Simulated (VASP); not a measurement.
Crystal: TiC3.

```xyz
4
Lattice="3.3140 0.0000 0.0000 0.0000 3.3140 0.0000 0.0000 0.0000 3.3140" Properties=species:S:1:pos:R:3 pbc="T T T"
Ti    0.0000    0.0000    0.0000
C     0.0000    1.6570    1.6570
C     1.6570    0.0000    1.6570
C     1.6570    1.6570    0.0000
```

| Item | Value |
| --- | --- |
| Program | VASP 6.6.1 |
| Task | relaxation of cell and atoms |
| Functional | r2SCAN |
| Potentials or basis | VASP PAW PBE potentials, release 64 (Ti_sv, C) |
| Cutoff | 600 eV |
| k mesh | 6 × 6 × 6 |
| Occupations | gaussian, width 0.1 eV |
| Spin | no spin polarisation |

At the start: pressure -18.1 GPa; volume 9.10 Å³/atom.

Problem. How do energy, volume and symmetry change on relaxing?

Solution. Over 3 steps the energy falls by 53.4 meV/atom and the volume is 8.23 Å³/atom (-9.6 %); space group Pm-3m (No. 221, to 0.1 Å) before and after.

Step by step:
```
step  energy change (eV)  largest force (eV/Å)  pressure (GPa)  volume (Å³)
   1              0.0000                0.0000          -18.07        36.40
   2             -0.1512                0.0000           12.66        31.25
   3             -0.2137                0.0000           -0.08        32.92
```

Final structure:
```
Ti C
1.0
     3.20483    0.00000    0.00000
     0.00000    3.20483    0.00000
     0.00000    0.00000    3.20483
Ti C
1 3
Direct
  0.00000 0.00000 0.00000
  0.00000 0.50000 0.50000
  0.50000 0.00000 0.50000
  0.50000 0.50000 0.00000
```

Caveat: the PAW data sets were made with another functional, which shifts forces and pressure a little.
